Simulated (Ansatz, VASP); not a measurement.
## One calculation of SrO, two programs

INCAR

```
SYSTEM = SrO
ALGO     = Normal         ! electronic algorithm
EDIFF    = 1E-6           ! SCF threshold, eV
ENCUT    = 520            ! plane-wave cutoff, eV
GGA      = PE             ! functional
ISIF     = 2              ! what is computed and relaxed
ISMEAR   = 0              ! smearing method
LASPH    = .TRUE.         ! aspherical terms in the spheres
LCHARG   = .FALSE.        ! write CHGCAR
LREAL    = .FALSE.        ! projectors in reciprocal space
LWAVE    = .FALSE.        ! write WAVECAR
NBANDS   = 24             ! bands
NELM     = 100            ! most SCF steps
PREC     = Accurate       ! precision mode
SIGMA    = 0.05           ! smearing width, eV
```

File KPOINTS:

```
k-points
0
G
  9 9 4
  0 0 0
```

Contents of POSCAR:

```
SrO
1.0
    3.5172128484      0.0000000000      0.0000000000
   -1.7586064242      3.0459956772      0.0000000000
    0.0000000000      0.0000000000      6.1383698542
Sr O
2 2
Direct
    0.3333333333      0.6666666667      0.2517315869
    0.6666666667      0.3333333333      0.7517315869
    0.0000000000      0.0000000000     -0.0094831953
    0.0000000000      0.0000000000      0.4905168047
```

Input for Ansatz:

```yaml
crystal:
  lattice:
    - [3.5172128484, 0.0, 0.0]
    - [-1.7586064242, 3.0459956772, 0.0]
    - [0.0, 0.0, 6.1383698542]
  atoms:
    - { symbol: Sr, position: [0.3333333333, 0.6666666667, 0.2517315869] }
    - { symbol: Sr, position: [0.6666666667, 0.3333333333, 0.7517315869] }
    - { symbol: O, position: [0.0, 0.0, -0.0094831953] }
    - { symbol: O, position: [0.0, 0.0, 0.4905168047] }
basis:
  ecutwfc: 520.0
kpoints:
  mp_grid: { grid: [9, 9, 4] }
hamiltonian:
  xc: pbe
scf:
  occupations: { method: gaussian, width: 0.05 }
output:
  forces: true
  stress: true
  eigenvalues: true
```

Change from the starting cell: mode 8 frozen in at -0.059 Å, equal normal strain along x, y and z -0.0167.

Alike in both runs: task single point; functional PBE; k mesh 9 × 9 × 4; occupations gaussian, width 0.05 eV; no spin polarisation.

|  | VASP | Ansatz |
| --- | --- | --- |
| version | VASP 6.6.1 | Ansatz 0.2.0 |
| potentials or method | VASP PAW PBE potentials, release 64 (Sr_sv, O), cutoff 520 eV | scalar-relativistic, plane waves, PAW |
| valence electrons in the cell | 32 | 32 |

```tsv
	VASP	Ansatz	Ansatz less VASP
gap on the k mesh at the Fermi level (eV)	3.13	3.17	+0.038
least direct gap on the mesh (eV)	3.29	3.29	+0.004
pressure (GPa)	5.4	4.8	-0.66
traceless stress, the component that is largest in VASP (GPa)	0.47	0.48	+0.009
rms of the force components (eV/Å)	0.115	0.108	-0.0070
```

Atom by atom the forces differ by 0.007 eV/Å (rms over components).
